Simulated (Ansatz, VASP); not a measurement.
**Fe in VASP and in Ansatz**

```xyz
2
Lattice="2.8200 0.0000 0.0000 0.0000 2.8200 0.0000 0.0000 0.0000 2.8200" Properties=species:S:1:pos:R:3 pbc="T T T"
Fe    0.0000    0.0000    0.0000
Fe    1.2828    1.2828    1.2828
```

Alike in both runs: task single point; functional PBE; k mesh 4 × 4 × 4; occupations fermi-dirac, width 0.15 eV; collinear spin.

|  | VASP | Ansatz |
| --- | --- | --- |
| version | VASP 6.6.1 | Ansatz 0.2 development build |
| potentials or method | VASP PAW PBE potentials, release 64 (Fe), cutoff 600 eV | all-electron full-potential LAPW, scalar-relativistic |

```csv
,VASP,Ansatz,Ansatz less VASP
pressure (GPa),3.8,3.9,+0.10
"traceless stress, the component that is largest in VASP (GPa)",1.53,1.61,+0.084
rms of the force components (eV/Å),0.920,0.928,+0.0080
net moment per atom (μB),1.97,1.94,-0.025
size of the moment on the site where the two differ most (μB),1.96,1.97,+0.017
```

Site moments also hang on the region over which each program counts them. Atom by atom the forces differ by 0.008 eV/Å (rms over components). Ansatz ran all-electron here, and VASP with PAW potentials.

The k mesh is coarse, so the values compare programs but aren't converged.
